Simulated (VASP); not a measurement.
# B (Pnnm) in VASP: relaxation of cell and atoms with PBE

Aim: the relaxation of cell and atoms of B with PBE.

All numbers are computed with VASP 6.6.1; they aren't measurements. Logs are shortened: lines on timing, memory, paths and dates and some standing lists are left out, and cuts for length are marked.

## (1) The cell of the first run

Symmetry: Pnnm, No. 58, orthorhombic system. The conventional cell has a = 4.122 Å, b = 4.200 Å, c = 3.417 Å, α = 90.00°, β = 90.00°, γ = 90.00°. B (site symmetry 2) has 6 B at 1.70 to 1.82 Å within 2.3 Å. B (site symmetry m) has 5 B at 1.67 to 1.82 Å within 2.2 Å.

The cell was generated, and may not be a known phase.

## (2) Relaxation of cell and atoms, PBE

Input file INCAR:

```
PREC = Accurate ; ENCUT = 600
EDIFF = 1E-7 ; ISMEAR = 0
SIGMA = 0.1 ; LREAL = F
LASPH = T ; NELM = 100
ALGO = Normal ; ISIF = 3
LWAVE = F ; LCHARG = F
GGA = PE ; IBRION = 2
NSW = 100 ; EDIFFG = -0.01
```

Input file KPOINTS:

```
regular mesh
0
Gamma
  10 10 12
```

Input file POSCAR:

```
B
1.0
    4.1216299955      0.0000000000      0.0000000000
    0.0000000000      4.1995869999      0.0000000000
    0.0000000000      0.0000000000      3.4165746128
B
8
Direct
    0.0000000000      0.0000000000      0.7495137061
    0.5000000000      0.5000000000      0.7504862939
    0.0000000000      0.0000000000      0.2504862939
    0.5000000000      0.5000000000      0.2495137061
    0.6384762151      0.8554855377      0.0000000000
    0.3615237849      0.1445144623      0.0000000000
    0.1384762151      0.6445144623      0.5000000000
    0.8615237849      0.3554855377      0.5000000000
```

Potentials or basis: VASP PAW PBE potentials, release 64 (B).

Run with:

```
cat potpaw_PBE.64/B/POTCAR > POTCAR
mpirun -np 1 vasp_std > vasp.out
```

OUTCAR:

```text
PREC = Accurate
   ENCUT = 600
   EDIFF = 1E-7
   ISMEAR = 0
   LREAL = F
   LASPH = T
   NELM = 100
   ISIF = 3
   GGA = PE
   IBRION = 2
   NSW = 100
   EDIFFG = -0.01

 ion  position               nearest neighbor table
   1  0.000  0.000  0.750-   3 1.70   3 1.71   7 1.81   8 1.81   5 1.82   6 1.82
   2  0.500  0.500  0.750-   4 1.70   4 1.71   6 1.81   5 1.81   8 1.82   7 1.82
   3  0.000  0.000  0.250-   1 1.70   1 1.71   8 1.81   7 1.81   6 1.82   5 1.82
   4  0.500  0.500  0.250-   2 1.70   2 1.71   5 1.81   6 1.81   7 1.82   8 1.82
   5  0.638  0.855  0.000-   6 1.67   4 1.81   2 1.81   1 1.82   3 1.82
   6  0.362  0.145  0.000-   5 1.67   4 1.81   2 1.81   1 1.82   3 1.82
   7  0.138  0.645  0.500-   8 1.67   3 1.81   1 1.81   4 1.82   2 1.82
   8  0.862  0.355  0.500-   7 1.67   3 1.81   1 1.81   4 1.82   2 1.82

  LATTYP: Found a simple orthorhombic cell.
 ALAT       =     3.4165746128
 B/A-ratio  =     1.2063632329
 C/A-ratio  =     1.2291805319

  Lattice vectors:

 A1 = (   0.0000000000,   0.0000000000,   3.4165746128)
 A2 = (   4.1216299955,   0.0000000000,   0.0000000000)
 A3 = (   0.0000000000,   4.1995869999,   0.0000000000)

Analysis of symmetry for initial positions (statically):
=====================================================================
 Subroutine PRICEL returns:
 Original cell was already a primitive cell.

 Routine SETGRP: Setting up the symmetry group for a
 simple orthorhombic supercell.

 Subroutine GETGRP returns: Found  8 space group operations
 (whereof  4 operations were pure point group operations)
 out of a pool of  8 trial point group operations.

The static configuration has the point symmetry C_2h.
 The point group associated with its full space group is D_2h.

Analysis of symmetry for dynamics (positions and initial velocities):
=====================================================================
 Subroutine PRICEL returns:
 Original cell was already a primitive cell.

 Routine SETGRP: Setting up the symmetry group for a
 simple orthorhombic supercell.

 Subroutine GETGRP returns: Found  8 space group operations
 (whereof  4 operations were pure point group operations)
 out of a pool of  8 trial point group operations.

The dynamic configuration has the point symmetry C_2h.
 The point group associated with its full space group is D_2h.

 Subroutine INISYM returns: Found  8 space group operations
 (whereof  4 operations are pure point group operations),
 and found     1 'primitive' translations

----------------------------------------------------------------------------------------

                                     Primitive cell

  volume of cell :      59.1380

  direct lattice vectors                    reciprocal lattice vectors
     4.121629996  0.000000000  0.000000000     0.242622458  0.000000000  0.000000000
     0.000000000  4.199587000  0.000000000     0.000000000  0.238118653  0.000000000
     0.000000000  0.000000000  3.416574613     0.000000000  0.000000000  0.292690813

  length of vectors
     4.121629996  4.199587000  3.416574613     0.242622458  0.238118653  0.292690813

  position of ions in fractional coordinates (direct lattice)
     0.000000000  0.000000000  0.749513706
     0.500000000  0.500000000  0.750486294
     0.000000000  0.000000000  0.250486294
     0.500000000  0.500000000  0.249513706
     0.638476215  0.855485538  0.000000000
     0.361523785  0.144514462  0.000000000
     0.138476215  0.644514462  0.500000000
     0.861523785  0.355485538  0.500000000

  ion indices of the primitive-cell ions
   primitive index   ion index
                 1           1
                 2           2
                 3           3
                 4           4
                 5           5
                 6           6
                 7           7
                 8           8

----------------------------------------------------------------------------------------

 KPOINTS: regular mesh

Automatic generation of k-mesh.
 Grid dimensions read from file:
 generate k-points for:   10   10   12

 Generating k-lattice:

  Cartesian coordinates                     Fractional coordinates (reciprocal lattice)
     0.024262246  0.000000000  0.000000000     0.100000000  0.000000000  0.000000000
     0.000000000  0.023811865  0.000000000     0.000000000  0.100000000  0.000000000
     0.000000000  0.000000000  0.024390901     0.000000000  0.000000000  0.083333333

  Length of vectors
     0.024262246  0.023811865  0.024390901

  Shift w.r.t. Gamma in fractional coordinates (k-lattice)
     0.000000000  0.000000000  0.000000000

 Subroutine IBZKPT returns following result:
 ===========================================

 Found    252 irreducible k-points:

 Following reciprocal coordinates:
            Coordinates               Weight
  0.000000  0.000000  0.000000      1.000000
  0.100000  0.000000  0.000000      2.000000
  0.200000  0.000000  0.000000      2.000000
  0.300000  0.000000  0.000000      2.000000
  0.400000  0.000000  0.000000      2.000000
  0.500000  0.000000  0.000000      1.000000
[... 16 lines left out ...]
  0.400000  0.300000  0.000000      4.000000
  0.500000  0.300000  0.000000      2.000000
 [... further k-points ...]
   k-points           NKPTS =    252   k-points in BZ     NKDIM =    252   number of bands    NBANDS=     17
   number of dos      NEDOS =    301   number of ions     NIONS =      8
   total plane-waves  NPLWV =  36288
   dimension x,y,z NGX =    36 NGY =   36 NGZ =   28
   dimension x,y,z NGXF=    72 NGYF=   72 NGZF=   56
   ions per type =               8
   NGX,Y,Z   is equivalent  to a cutoff of  14.52, 14.25, 13.62 a.u.
   NGXF,Y,Z  is equivalent  to a cutoff of  29.04, 28.50, 27.25 a.u.
 SYSTEM =  unknown system
   PREC   = accura    normal or accurate (medium, high low for compatibility)
   ISTART =      0    job   : 0-new  1-cont  2-samecut
   ICHARG =      2    charge: 1-file 2-atom 10-const
   ISPIN  =      1    spin polarized calculation?
   LNONCOLLINEAR =      F non collinear calculations
   LSORBIT =      F    spin-orbit coupling
   LASPH  =      T    aspherical Exc in radial PAW
   ENCUT  =  600.0 eV  44.10 Ry    6.64 a.u.   8.23  8.39  6.82*2*pi/ulx,y,z
   NELM   =    100;   NELMIN=  2; NELMDL= -5     # of ELM steps
   EDIFF  = 0.1E-06   stopping-criterion for ELM
   LREAL  =      F    real-space projection
   EDIFFG = -.1E-01   stopping-criterion for IOM
   NSW    =    100    number of steps for IOM
   IBRION =      2    ionic relax: 0-MD 1-quasi-New 2-CG
   NFREE  =      1    steps in history (QN), initial steepest desc. (CG)
   ISIF   =      3    stress and relaxation
   ISYM   =      2    0-nonsym 1-usesym 2-fastsym
   POTIM  = 0.5000    time-step for ionic-motion
   TEBEG  =    0.0;   TEEND  =   0.0 temperature during run
   PSTRESS=    0.0 pullay stress
   NELECT =      24.0000    total number of electrons
   NUPDOWN=      -1.0000    fix difference up-down
   EMIN   =  10.00;   EMAX   =-10.00  energy-range for DOS
   EFERMI =   0.00;   METHOD = LEGACY
   ISMEAR =     0;   SIGMA  =   0.10  broadening in eV -4-tet -1-fermi 0-gaus
   EFERMI_NEDOS =   21; number of points for ismear=-14 and -15
   IALGO  =     38    algorithm
   IMIX   =      4    mixing-type and parameters
     AMIX     =   0.40;   BMIX     =  1.00
     AMIX_MAG =   1.60;   BMIX_MAG =  1.00
  volume/ion in A,a.u.               =       7.39        49.89
  Fermi-wavevector in a.u.,A,eV,Ry     =   1.212057  2.290456 19.988080  1.469082
  Thomas-Fermi vector in A             =   2.347553
   LORBIT       =      0    0 simple, 1 ext, 2 COOP (PROOUT), +10 PAW based schemes
   GGA     = PE    functional components
   LHFCALC =     F    Hartree Fock is set to
   AEXX    =    0.0000 exact exchange contribution
   IVDW    =     0    specifies the selected vdW correction
   LEPSILON=     F    determine dielectric tensor
   LRPA    =     F    only Hartree local field effects (RPA)
 conjugate gradient relaxation of ions
 non-spin polarized calculation
 Gauss-broadening in eV      SIGMA  =   0.10
  energy-cutoff  :      600.00
  volume of cell :       59.14
 maximum number of plane-waves:      2004
 NGX is ok and might be reduce to    36
   NGX = 17   NGY = 17   NGZ = 13

--------------------------------------- Ionic step        1  -------------------------------------------

 number of electron      24.0000000 magnetization

 Free energy of the ion-electron system (eV)
  ---------------------------------------------------
  ext. energy  EPLUGINS =         0.00000000
  ---------------------------------------------------
  free energy    TOTEN  =       -50.10137365 eV

  energy without entropy =      -50.09351408  energy(sigma->0) =      -50.09744387

------------------------ aborting loop because EDIFF is reached ----------------------------------------

  FORCE on cell =-STRESS in cart. coord.  units (eV):
  Direction    XX          YY          ZZ          XY          YZ          ZX
  --------------------------------------------------------------------------------------
  -------------------------------------------------------------------------------------
  Total        0.0394037      0.4169252     -0.6752395      0.0000000      0.0000000      0.0000000
  in kB        1.0675324     11.2954153    -18.2937147      0.0000000      0.0000000      0.0000000
  external PRESSURE =      -1.9769223 kB  Pullay stress =       0.0000000 kB
[... 195 lines left out ...]
  energy  without entropy=      -50.0962028276  energy(sigma->0) =      -50.09995921

--------------------------------------- Ionic step        6  -------------------------------------------

 number of electron      24.0000000 magnetization

 Free energy of the ion-electron system (eV)
  ---------------------------------------------------
  ext. energy  EPLUGINS =         0.00000000
  ---------------------------------------------------
  free energy    TOTEN  =       -50.10374695 eV

  energy without entropy =      -50.09623590  energy(sigma->0) =      -50.09999143

 E-fermi :   5.5274     XC(G=0): -11.6286

 val. band max:        5.5249506025   @ k =   0.0000   0.2000   0.1667
 cond. band min:       5.5366917011   @ k =   0.2000   0.3000   0.3333
 fundamental gap:      0.0117410986
 Fermi energy:         5.5274089561

 k-point     1 :       0.0000    0.0000    0.0000
  band No.  band energies     occupation
      1      -9.3496      2.00000
      2      -4.4675      2.00000
      3      -2.6764      2.00000
      4      -2.4639      2.00000
      5      -1.9518      2.00000
      6       0.3985      2.00000
[... 9 lines left out ...]
     16      10.7684      0.00000
     17      12.0477      0.00000
[... 443 lines left out ...]
      1      -7.2571      2.00000
      2      -7.2571      2.00000
      3      -4.0772      2.00000
      4      -4.0772      2.00000
      5      -0.4704      2.00000
      6      -0.4704      2.00000
[... 9 lines left out ...]
     16      11.4095      0.00000
     17      12.5243      0.00000

 [... further k-points ...]

------------------------ aborting loop because EDIFF is reached ----------------------------------------

  FORCE on cell =-STRESS in cart. coord.  units (eV):
  Direction    XX          YY          ZZ          XY          YZ          ZX
  --------------------------------------------------------------------------------------
  -------------------------------------------------------------------------------------
  Total        0.0540054     -0.0235500     -0.0040706      0.0000000      0.0000000      0.0000000
  in kB        1.4650881     -0.6388782     -0.1104297      0.0000000      0.0000000      0.0000000
  external PRESSURE =       0.2385934 kB  Pullay stress =       0.0000000 kB
[... 23 lines left out ...]
  FREE ENERGIE OF THE ION-ELECTRON SYSTEM (eV)
  ---------------------------------------------------
  free  energy   TOTEN  =       -50.1037469545 eV

  energy  without entropy=      -50.0962359007  energy(sigma->0) =      -50.09999143

 reached required accuracy - stopping structural energy minimisation
```

Run time: 8 min. Hardware: 1 thread of AMD EPYC 9R45 (Zen 5), shared host; peak memory 0.31 GiB.

What came out:

| Quantity | Value |
| --- | --- |
| Free energy | -50.1037 eV |
| Relaxed volume | 7.38 Å³/atom |
| Relaxed cell | a = 4.123 Å, b = 4.206 Å, c = 3.406 Å, α = 90.00°, β = 90.00°, γ = 90.00° |
| Space group after relaxing (to 0.1 Å) | P4_2/mnm (No. 136) |
| Energy gained by relaxing | 0.3 meV/atom |
| Ionic steps | 6 |
| Pressure after relaxing | 0.0 GPa |
| Largest force after relaxing | 0.009 eV/Å |
| Band gap on the k mesh | zero (bands 12 and 13 overlap by 2.20 eV) |

Forces in eV/Å, atoms in the order of the input:
```
B    0.000  0.000  0.009
B    0.000  0.000 -0.009
B    0.000  0.000 -0.009
B    0.000  0.000  0.009
B    0.003  0.001  0.000
B   -0.003 -0.001  0.000
B    0.003 -0.001  0.000
B   -0.003  0.001  0.000
```

The path:
```
step  energy change (eV)  largest force (eV/Å)  pressure (GPa)  volume (Å³)
   1              0.0000                0.1186           -0.20        59.14
   2             -0.0017                0.0825           -0.08        59.06
   3             -0.0022                0.0354           -0.12        59.09
   4             -0.0023                0.0061            0.09        59.04
   5             -0.0023                0.0049            0.07        59.04
   6             -0.0024                0.0087            0.02        59.06
```

Final structure:
```cif
data_structure
_symmetry_space_group_name_H-M 'P 1'
_symmetry_Int_Tables_number 1
_cell_length_a 4.1228
_cell_length_b 4.2059
_cell_length_c 3.4059
_cell_angle_alpha 90.000
_cell_angle_beta 90.000
_cell_angle_gamma 90.000
_cell_volume 59.06
loop_
_atom_site_label
_atom_site_type_symbol
_atom_site_fract_x
_atom_site_fract_y
_atom_site_fract_z
_atom_site_occupancy
B1 B 0.00000 0.00000 0.74920 1
B2 B 0.50000 0.50000 0.75080 1
B3 B 0.00000 0.00000 0.25080 1
B4 B 0.50000 0.50000 0.24920 1
B5 B 0.63945 0.85584 0.00000 1
B6 B 0.36055 0.14416 0.00000 1
B7 B 0.13945 0.64416 0.50000 1
B8 B 0.86055 0.35584 0.50000 1
```
